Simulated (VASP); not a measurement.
Runs of VASP 6.6.1 on MgO. The structure is that of space group Fm-3m (No. 225), or close to it. The cells are those of the table. 

```tsv
task	cell	cutoff (eV)	smearing	gap on the mesh (eV)	pressure (GPa)
relaxation of cell and atoms	relaxed from a = 2.966 Å, angles 60.0°, 2 atoms	600	gaussian 0.02 eV	4.50	0.0
single point	a = 3.008 Å, angles 60.0°, 2 atoms	600	gaussian 0.02 eV	4.45	(a)
single point	a = 3.008 Å, angles 60.0°, 2 atoms	520	gaussian 0.02 eV	4.45	-0.7
single point	a = 3.008 Å, angles 60.0°, 2 atoms	520	gaussian 0.01 eV	4.45	-0.7
```

Alike in all rows: level PBE; potentials or basis VASP PAW PBE potentials, release 64 (Mg, O); no spin polarisation; k mesh 10 × 10 × 10.

**Question.** Estimate the missing entries.

**Answer.** (a) -1.0.

